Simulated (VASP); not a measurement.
A run of VASP 6.6.1:

INCAR

```
SYSTEM = BP
PREC     = Accurate       ! precision mode
ENCUT    = 520            ! plane-wave cutoff, eV
EDIFF    = 1E-6           ! SCF threshold, eV
ISMEAR   = 0              ! smearing method
SIGMA    = 0.05           ! smearing width, eV
LREAL    = .FALSE.        ! projectors in reciprocal space
LASPH    = .TRUE.         ! aspherical terms in the spheres
NELM     = 100            ! most SCF steps
ALGO     = Normal         ! electronic algorithm
ISIF     = 2              ! what is computed and relaxed
LWAVE    = .FALSE.        ! write WAVECAR
LCHARG   = .FALSE.        ! write CHGCAR
NBANDS   = 11             ! bands
```

The input KPOINTS:

```
regular mesh
0
G
  10 10 10
  0 0 0
```

File POSCAR:

```
BP
1.0
    0.0000000000      2.2690000000      2.2690000000
    2.2690000000      0.0000000000      2.2690000000
    2.2690000000      2.2690000000      0.0000000000
P B
1 1
Direct
    0.7500000000      0.7500000000      0.7500000000
    0.0000000000      0.0000000000      0.0000000000
```

Potentials or basis: VASP PAW LDA potentials, release 64 (P, B).

The run is started by

```sh
$ cat potpaw_LDA.64/P/POTCAR potpaw_LDA.64/B/POTCAR > POTCAR
$ mpirun -np 1 vasp_std > vasp.out
```

Hardware: 1 thread of Intel(R) Xeon(R) 6975P-C (Granite Rapids) (shared host).

Q: Estimate the wall time of this run.

A: Run time: 3.3 s on 1 thread of Intel(R) Xeon(R) 6975P-C (Granite Rapids), on a shared host, peak memory 0.12 GiB. Counts: scf iterations 12, k points 47.
